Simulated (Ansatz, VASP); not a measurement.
# HfN in VASP and in Ansatz

```
Hf N
1.0
     0.00000    2.24770    2.25900
     2.27029    0.00000    2.25900
     2.27029    2.24770    0.00000
Hf N
1 1
Direct
  0.00000 0.00000 0.00000
  0.50000 0.50000 0.50000
```

Change from the starting cell: strain +0.0050 x Voigt [1, -1, 0, 0, 0, 0], atoms carried along.

Alike in both runs: task single point; functional r2SCAN; k mesh 18 × 18 × 18; occupations gaussian, width 0.15 eV; no spin polarisation.

|  | VASP | Ansatz |
| --- | --- | --- |
| version | VASP 6.6.1 | Ansatz 0.2.0 |
| potentials or method | VASP PAW PBE potentials, release 64 (Hf_pv, N), cutoff 520 eV | scalar-relativistic, plane waves, PAW |
| valence electrons in the cell | 15 | 31 |

|  | VASP | Ansatz | Ansatz less VASP |
| --- | --- | --- | --- |
| gap on the k mesh at the Fermi level (eV) | none | none | - |
| pressure (GPa) | -1.2 | 1.5 | +2.68 |
| traceless stress, the component that is largest in VASP (GPa) | 2.40 | 2.45 | +0.047 |

VASP's potentials were made for PBE, not for r2SCAN. A gap of «none» marks a metal or a gap that the smearing closes. VASP's potentials hold 15 valence electrons a cell and Ansatz's 31, so a difference there can come from the potentials and not from the codes.

Spin-orbit coupling is off throughout.
